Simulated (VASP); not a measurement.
# BaTiO3 (P1) in VASP: a series of runs

The runs below take BaTiO3 through single point, with PBEsol+D4.

Program: VASP 6.6.1. These are calculated values, not measurements. Logs are shortened: lines on timing, memory, paths and dates and some standing lists are left out, and cuts for length are marked.

**1. The cell of the first run**

The typed cell holds 5 atoms: a = 4.036 Å, b = 3.899 Å, c = 4.082 Å, α = 89.92°, β = 88.05°, γ = 90.16°.

**2. Single point, PBEsol+D4**

Contents of INCAR:

```
SYSTEM = BaTiO3
PREC = Accurate
ENCUT = 1340
EDIFF = 1E-6
ISMEAR = 0
SIGMA = 0.01
LREAL = .False.
LASPH = .True.
NELM = 120
ALGO = Normal
ISIF = 2
LWAVE = .False.
LCHARG = .False.
GGA = PS
IVDW = 13
NBANDS = 28
GGA_COMPAT = .False.
```

Contents of KPOINTS:

```
regular mesh
0
Gamma
  4 4 4
  0 0 0
```

Contents of POSCAR:

```
BaTiO3
1.0
    2.8574700000      1.5884900000      2.3664400000
   -2.7608700000      1.5870200000      2.2496700000
    0.0470200000     -3.3027700000      2.3976500000
Ba Ti O
1 1 3
Direct
    0.9816000000      0.0107500000      0.9878300000
    0.4848900000      0.4884100000      0.5081000000
    0.5041000000      0.4895800000      0.0208700000
    0.0283200000      0.5017200000      0.5090800000
    0.5217800000      0.0261100000      0.4997500000
```

Potentials or basis: VASP PAW PBE potentials, release 64 (Ba_sv, Ti_sv, O_h).

On the command line:

```sh
$ cat potpaw_PBE.64/Ba_sv/POTCAR potpaw_PBE.64/Ti_sv/POTCAR potpaw_PBE.64/O_h/POTCAR > POTCAR
$ mpirun -np 1 vasp_std > vasp.out
```

OUTCAR:

```text
SYSTEM = BaTiO3
   PREC = Accurate
   ENCUT = 1340
   EDIFF = 1E-6
   ISMEAR = 0
   LREAL = .False.
   LASPH = .True.
   NELM = 120
   ISIF = 2
   GGA = PS
   IVDW = 13

 ion  position               nearest neighbor table
   1  0.982  0.011  0.988-   3 2.69   4 2.74   5 2.75   5 2.77   4 2.79   3 2.80   3 2.82   4 2.87
                             5 2.90   4 2.92   3 2.94   5 3.07   2 3.34   2 3.41   2 3.43   2 3.45
   2  0.485  0.488  0.508-   5 1.81   4 1.84   3 1.99   3 2.10   5 2.10   4 2.19   1 3.34   1 3.41
                             1 3.43   1 3.45   1 3.50   1 3.51   1 3.52   1 3.62
   3  0.504  0.490  0.021-   2 1.99   2 2.10   1 2.69   1 2.80   1 2.82   1 2.94
   4  0.028  0.502  0.509-   2 1.84   2 2.19   1 2.74   1 2.79   1 2.87   1 2.92
   5  0.522  0.026  0.500-   2 1.81   2 2.10   1 2.75   1 2.77   1 2.90   1 3.07

  LATTYP: Found a triclinic cell.
 ALAT       =     7.0163844785
 B/A-ratio  =     1.3153365365
 C/A-ratio  =     0.5556965619
 COS(alpha) =     0.0000182729
 COS(beta)  =     0.5548965545
 COS(gamma) =     0.7921277550

  Lattice vectors:

 A1 = (  -0.1436200000,   0.1272600000,  -7.0137600000)
 A2 = (  -2.9515100000,   5.0170500000,  -7.1617400000)
 A3 = (   2.7608700000,  -1.5870200000,  -2.2496700000)

Analysis of symmetry for initial positions (statically):
=====================================================================
 Subroutine PRICEL returns:
 Original cell was already a primitive cell.

 Routine SETGRP: Setting up the symmetry group for a
 triclinic supercell.

 Subroutine GETGRP returns: Found  1 space group operations
 (whereof  1 operations were pure point group operations)
 out of a pool of  2 trial point group operations.

The static configuration has the point symmetry C_1 .

Analysis of symmetry for dynamics (positions and initial velocities):
=====================================================================
 Subroutine PRICEL returns:
 Original cell was already a primitive cell.

 Routine SETGRP: Setting up the symmetry group for a
 triclinic supercell.

 Subroutine GETGRP returns: Found  1 space group operations
 (whereof  1 operations were pure point group operations)
 out of a pool of  2 trial point group operations.

The dynamic configuration has the point symmetry C_1 .

 Subroutine INISYM returns: Found  1 space group operations
 (whereof  1 operations are pure point group operations),
 and found     1 'primitive' translations

----------------------------------------------------------------------------------------

                                     Primitive cell

  volume of cell :      64.1895

  direct lattice vectors                    reciprocal lattice vectors
     2.857470000  1.588490000  2.366440000     0.175032806  0.104773892  0.140893802
    -2.760870000  1.587020000  2.249670000    -0.181095935  0.105000775  0.148190328
     0.047020000 -3.302770000  2.397650000    -0.002835502 -0.201930316  0.138971049

  length of vectors
     4.035898110  3.898980732  4.081571520     0.247921590  0.256478603  0.245146579

  position of ions in fractional coordinates (direct lattice)
     0.981600000  0.010750000  0.987830000
     0.484890000  0.488410000  0.508100000
     0.504100000  0.489580000  0.020870000
     0.028320000  0.501720000  0.509080000
     0.521780000  0.026110000  0.499750000

  ion indices of the primitive-cell ions
   primitive index   ion index
                 1           1
                 2           2
                 3           3
                 4           4
                 5           5

----------------------------------------------------------------------------------------

 KPOINTS: regular mesh

Automatic generation of k-mesh.
 Grid dimensions read from file:
 generate k-points for:    4    4    4

 Generating k-lattice:

  Cartesian coordinates                     Fractional coordinates (reciprocal lattice)
     0.043758201  0.026193473  0.035223451     0.250000000  0.000000000 -0.000000000
    -0.045273984  0.026250194  0.037047582     0.000000000  0.250000000  0.000000000
    -0.000708875 -0.050482579  0.034742762     0.000000000  0.000000000  0.250000000

  Length of vectors
     0.061980398  0.064119651  0.061286645

  Shift w.r.t. Gamma in fractional coordinates (k-lattice)
     0.000000000  0.000000000  0.000000000

 Subroutine IBZKPT returns following result:
 ===========================================

 Found     36 irreducible k-points:

 Following reciprocal coordinates:
            Coordinates               Weight
  0.000000  0.000000  0.000000      1.000000
  0.250000  0.000000 -0.000000      2.000000
  0.500000  0.000000 -0.000000      1.000000
  0.000000  0.250000 -0.000000      2.000000
  0.250000  0.250000 -0.000000      2.000000
  0.500000  0.250000  0.000000      2.000000
[... 16 lines left out ...]
 -0.000000 -0.250000  0.250000      2.000000
  0.250000 -0.250000  0.250000      2.000000
 [... further k-points ...]
[... 69 lines left out ...]
 cond. band min:       6.1044381744   @ k =   0.0000   0.0000   0.0000
 fundamental gap:      2.0308521191
 Fermi energy:         4.1572848187

 k-point     1 :       0.0000    0.0000    0.0000
  band No.  band energies     occupation
      1     -52.0509      2.00000
      2     -28.4694      2.00000
      3     -28.4444      2.00000
      4     -28.3699      2.00000
      5     -20.7550      2.00000
      6     -12.8335      2.00000
[... 20 lines left out ...]
     27       9.2395      0.00000
     28      11.1282      0.00000

 k-point     2 :       0.2500    0.0000   -0.0000
  band No.  band energies     occupation
      1     -52.0505      2.00000
      2     -28.4719      2.00000
      3     -28.4657      2.00000
      4     -28.3694      2.00000
      5     -20.6975      2.00000
      6     -12.9086      2.00000
[... 20 lines left out ...]
     27      10.2625      0.00000
     28      12.4647      0.00000

 k-point     3 :       0.5000    0.0000   -0.0000
  band No.  band energies     occupation
      1     -52.0500      2.00000
      2     -28.4946      2.00000
      3     -28.4667      2.00000
      4     -28.3687      2.00000
      5     -20.6384      2.00000
      6     -13.0519      2.00000
[... 20 lines left out ...]
     27      11.5240      0.00000
     28      12.2331      0.00000

 k-point     4 :       0.0000    0.2500   -0.0000
  band No.  band energies     occupation
      1     -52.0502      2.00000
      2     -28.5068      2.00000
      3     -28.4429      2.00000
      4     -28.3684      2.00000
      5     -20.6827      2.00000
      6     -12.7798      2.00000
[... 20 lines left out ...]
     27      10.3018      0.00000
     28      12.2871      0.00000

 k-point     5 :       0.2500    0.2500   -0.0000
  band No.  band energies     occupation
      1     -52.0497      2.00000
      2     -28.5055      2.00000
      3     -28.4672      2.00000
      4     -28.3680      2.00000
      5     -20.6365      2.00000
      6     -12.6839      2.00000
[... 20 lines left out ...]
     27      11.1578      0.00000
     28      12.5526      0.00000

 k-point     6 :       0.5000    0.2500    0.0000
  band No.  band energies     occupation
      1     -52.0492      2.00000
      2     -28.5048      2.00000
      3     -28.4908      2.00000
      4     -28.3673      2.00000
      5     -20.5892      2.00000
      6     -12.7141      2.00000
[... 463 lines left out ...]
      5     -20.5100      2.00000
      6     -12.0788      2.00000
[... 20 lines left out ...]
     27      11.9196      0.00000
     28      12.6417      0.00000

 k-point    22 :      -0.2500    0.5000    0.2500
  band No.  band energies     occupation
      1     -52.0485      2.00000
      2     -28.5407      2.00000
      3     -28.4646      2.00000
      4     -28.3870      2.00000
      5     -20.5428      2.00000
      6     -12.4042      2.00000
[... 20 lines left out ...]
     27      12.1309      0.00000
     28      12.4100      0.00000

 k-point    23 :      -0.0000   -0.2500    0.2500
  band No.  band energies     occupation
      1     -52.0498      2.00000
      2     -28.5056      2.00000
      3     -28.4427      2.00000
      4     -28.3892      2.00000
      5     -20.6394      2.00000
      6     -12.7662      2.00000
[... 20 lines left out ...]
     27      11.1760      0.00000
     28      12.4743      0.00000

 k-point    24 :       0.2500   -0.2500    0.2500
  band No.  band energies     occupation
      1     -52.0493      2.00000
      2     -28.5046      2.00000
      3     -28.4660      2.00000
      4     -28.3888      2.00000
      5     -20.6005      2.00000
      6     -12.5991      2.00000
[... 20 lines left out ...]
     27      11.5169      0.00000
     28      12.1305      0.00000

 [... further k-points ...]

------------------------ aborting loop because EDIFF is reached ----------------------------------------

  DFT-D4 for vdW energy calculation

  Edisp (eV):   -0.62391

  FORCE on cell =-STRESS in cart. coord.  units (eV):
  Direction    XX          YY          ZZ          XY          YZ          ZX
  --------------------------------------------------------------------------------------
  -------------------------------------------------------------------------------------
  Total       1.32303     0.26287    -1.09940     0.01860     1.91025    -1.41204
  in kB      33.02305     6.56132   -27.44129     0.46434    47.68010   -35.24462
  external pressure =        4.05 kB  Pullay stress =        0.00 kB

 VOLUME and BASIS-vectors are now :
 -----------------------------------------------------------------------------
  energy-cutoff  :     1340.00
  volume of cell :       64.19
      direct lattice vectors                 reciprocal lattice vectors
     2.857470000  1.588490000  2.366440000     0.175032806  0.104773892  0.140893802
    -2.760870000  1.587020000  2.249670000    -0.181095935  0.105000775  0.148190328
     0.047020000 -3.302770000  2.397650000    -0.002835502 -0.201930316  0.138971049

 POSITION                                       TOTAL-FORCE (eV/Angst)
 -----------------------------------------------------------------------------------
      2.82166     -1.68625      4.71555         0.500460     -0.391371      0.310615
      0.06101     -0.13278      3.46447        -0.541886      0.542505     -0.279286
      0.08977      1.50880      2.34435        -0.352255      0.770920      0.193791
     -1.28032     -0.84015      2.41632        -0.497765     -0.123170      0.174938
      1.44238     -0.78028      2.49173         0.891445     -0.798884     -0.400058
 -----------------------------------------------------------------------------------
    total drift:                                0.000265     -0.000137      0.000431

  FREE ENERGIE OF THE ION-ELECTRON SYSTEM (eV)
  ---------------------------------------------------
  free  energy   TOTEN  =       -42.4399084001 eV

  energy  without entropy=      -42.4399084001  energy(sigma->0) =      -42.43990840
```

It took 8.4 min on 1 thread of AMD EPYC, shared host; peak memory 0.48 GiB.

Results:

- Free energy: -42.4399 eV
- Pressure: 0.4 GPa
- Largest force: 1.262 eV/Å
- Band gap on the k mesh: 2.03 eV (least direct gap 2.33 eV)
- Dispersion energy per atom: -0.125 eV

Forces in eV/Å, atoms in the order of the input:
```
Ba   0.500 -0.391  0.311
Ti  -0.542  0.543 -0.279
O   -0.352  0.771  0.194
O   -0.498 -0.123  0.175
O    0.891 -0.799 -0.400
```

Caveat: the stress differs along the axes, from -3 to 3 GPa; the PAW data sets were made with another functional, which shifts forces and pressure a little; spin-orbit coupling is left out, which moves the levels of the heavy elements. A k mesh can miss the band edges.

**3. Single point, PBEsol+D4**

Contents of INCAR:

```
SYSTEM = BaTiO3
  PREC = Accurate
  ENCUT = 1340
  EDIFF = 1E-6
  ISMEAR = 0
  SIGMA = 0.01
  LREAL = .FALSE.
  LASPH = .TRUE.
  NELM = 120
  ALGO = Normal
  ISIF = 2
  LWAVE = .FALSE.
  LCHARG = .TRUE.
  GGA = PS
  IVDW = 13
  LELF = .TRUE.
  LVHAR = .TRUE.
  NBANDS = 28
  GGA_COMPAT = .FALSE.
```

Contents of KPOINTS:

```
regular mesh
0
G
  4 4 4
  0 0 0
```

Edit POSCAR of step 2 so:

```diff
@@ -9,3 +9,3 @@
     0.9816000000      0.0107500000      0.9878300000
-    0.4848900000      0.4884100000      0.5081000000
+    0.4853090956      0.4888300031      0.5072922787
     0.5041000000      0.4895800000      0.0208700000
```

Potentials or basis: VASP PAW PBE potentials, release 64 (Ba_sv, Ti_sv, O_h).

On the command line:

```sh
$ cat potpaw_PBE.64/Ba_sv/POTCAR potpaw_PBE.64/Ti_sv/POTCAR potpaw_PBE.64/O_h/POTCAR > POTCAR
$ mpirun -np 1 vasp_std > vasp.out
```

It took 2.1 min on 1 thread of Intel Xeon 6975P-C (Granite Rapids), shared host; peak memory 0.51 GiB.

It converged, with:

```yaml
Free_energy: -42.4421 eV
Pressure: 0.4 GPa
Largest_force: 1.254 eV/Å
Band_gap_on_the_k_mesh: 2.03 eV (least direct gap 2.32 eV)
Dispersion_energy_per_atom: -0.125 eV
```

Forces on the atoms (eV/Å):
```
Ba   0.502 -0.375  0.311
Ti  -0.542  0.530 -0.306
O   -0.351  0.758  0.208
O   -0.495 -0.118  0.179
O    0.887 -0.795 -0.393
```

Stress tensor (GPa, compression positive):
```
 3.22  0.04 -3.53
 0.04  0.64  4.70
-3.53  4.70 -2.79
```

Levels at points of the mesh, in eV from the valence-band top:
```
           k point  band 18  band 19  band 20  band 21  band 22  band 23
(0.00, 0.00, 0.00)    -0.56    -0.42    -0.29     2.03     2.15     2.52
(0.50, 0.00, 0.00)    -1.73    -0.77    -0.74     2.16     3.69     3.79
(0.00, 0.50, 0.00)    -1.74    -1.04    -0.78     2.21     3.86     3.95
(0.50, 0.50, 0.00)    -0.68    -0.66    -0.19     3.69     3.93     4.21
(0.00, 0.00, 0.50)    -1.32    -1.22    -1.04     2.58     3.50     3.54
(0.50, 0.00, 0.50)    -1.22    -1.14    -0.20     3.57     3.84     3.99
(0.00, 0.50, 0.50)    -0.96    -0.89    -0.13     3.57     3.98     4.20
(0.50, 0.50, 0.50)    -0.15    -0.12     0.00     4.25     4.40     4.50
```

Caveat: the stress differs along the axes, from -3 to 3 GPa; the PAW data sets were made with another functional, which shifts forces and pressure a little; spin-orbit coupling is left out, which moves the levels of the heavy elements. A k mesh can miss the band edges.

**4. Single point, PBEsol+D4**

This run uses another cell than the first one, of 12.90 Å³/atom.

Contents of INCAR:

```
SYSTEM = BaTiO3
PREC = Accurate
ENCUT = 1340
EDIFF = 1E-6
ISMEAR = 0
SIGMA = 0.01
LREAL = .False.
LASPH = .True.
NELM = 120
ALGO = Normal
ISIF = 2
LWAVE = .False.
LCHARG = .False.
GGA = PS
IVDW = 13
NBANDS = 28
GGA_COMPAT = .False.
```

Contents of KPOINTS:

```
regular mesh
0
Gamma
  4 4 4
  0 0 0
```

Contents of POSCAR:

```
BaTiO3
1.0
    2.8622245346      1.5911330831      2.3703775114
   -2.7654638021      1.5896606371      2.2534132182
    0.0470982364     -3.3082654677      2.4016394416
Ba Ti O
1 1 3
Direct
    0.9816000000      0.0107500000      0.9878300000
    0.4848900000      0.4884100000      0.5081000000
    0.5041000000      0.4895800000      0.0208700000
    0.0283200000      0.5017200000      0.5090800000
    0.5217800000      0.0261100000      0.4997500000
```

On the command line:

```sh
$ cat potpaw_PBE.64/Ba_sv/POTCAR potpaw_PBE.64/Ti_sv/POTCAR potpaw_PBE.64/O_h/POTCAR > POTCAR
$ mpirun -np 1 vasp_std > vasp.out
```

It took 3.9 min on 1 thread of AMD EPYC 7R43 (Zen 3), shared host; peak memory 0.48 GiB.

It converged, with:

* Free energy: -42.4404 eV
* Pressure: -0.5 GPa
* Largest force: 1.213 eV/Å
* Band gap on the k mesh: 2.02 eV (least direct gap 2.32 eV)
* Dispersion energy per atom: -0.124 eV

Forces in eV/Å, atoms in the order of the input:
```
Ba   0.486 -0.385  0.304
Ti  -0.532  0.518 -0.334
O   -0.346  0.756  0.199
O   -0.459 -0.109  0.202
O    0.852 -0.780 -0.371
```

Stress tensor (GPa, compression positive):
```
 2.33  0.09 -3.48
 0.09 -0.18  4.71
-3.48  4.71 -3.57
```

Levels at points of the mesh, in eV from the valence-band top:
```tsv
k point	band 17	band 18	band 19	band 20	band 21	band 22	band 23	band 24
(0.00, 0.00, 0.00)	-1.21	-0.56	-0.42	-0.30	2.02	2.15	2.52	4.12
(0.50, 0.00, 0.00)	-1.82	-1.73	-0.77	-0.74	2.15	3.67	3.77	4.26
(0.00, 0.50, 0.00)	-2.05	-1.74	-1.04	-0.79	2.20	3.83	3.93	4.17
(0.50, 0.50, 0.00)	-1.67	-0.69	-0.66	-0.19	3.66	3.90	4.18	4.78
(0.00, 0.00, 0.50)	-1.45	-1.31	-1.23	-1.05	2.58	3.47	3.51	4.51
(0.50, 0.00, 0.50)	-1.73	-1.23	-1.14	-0.20	3.54	3.82	3.97	5.28
(0.00, 0.50, 0.50)	-1.76	-0.96	-0.89	-0.13	3.54	3.95	4.17	4.79
(0.50, 0.50, 0.50)	-2.27	-0.16	-0.11	0.00	4.22	4.37	4.47	6.37
```

Caveat: the stress differs along the axes, from -4 to 2 GPa; the PAW data sets were made with another functional, which shifts forces and pressure a little; spin-orbit coupling is left out, which moves the levels of the heavy elements.

**5. The runs side by side**

| cell | gap on the mesh (eV) | pressure (GPa) | largest force (eV/Å) |
| --- | --- | --- | --- |
| a = 4.036, b = 3.899, c = 4.082 Å, angles 89.9, 88.0, 90.2°, 5 atoms, atomic positions A | 2.03 | 0.4 | 1.26 |
| a = 4.036, b = 3.899, c = 4.082 Å, angles 89.9, 88.0, 90.2°, 5 atoms, atomic positions B | 2.03 | 0.4 | 1.25 |
| a = 4.043, b = 3.905, c = 4.088 Å, angles 89.9, 88.0, 90.2°, 5 atoms, atomic positions A | 2.02 | -0.5 | 1.21 |

Alike in all rows: task single point; level PBEsol+D4; potentials or basis VASP PAW PBE potentials, release 64 (Ba_sv, Ti_sv, O_h); no spin polarisation; k mesh 4 × 4 × 4; cutoff (eV) 1340; smearing gaussian 0.01 eV.

Caveats: the PAW data sets were made with another functional, which shifts forces and pressure a little; spin-orbit coupling is left out, which moves the levels of the heavy elements; the stress differs along the axes, from -3 to 3 GPa (at least some runs); the stress differs along the axes, from -4 to 2 GPa (at least some runs).

Total energies depend on the potentials used, so only differences within one code and one set of settings carry meaning.
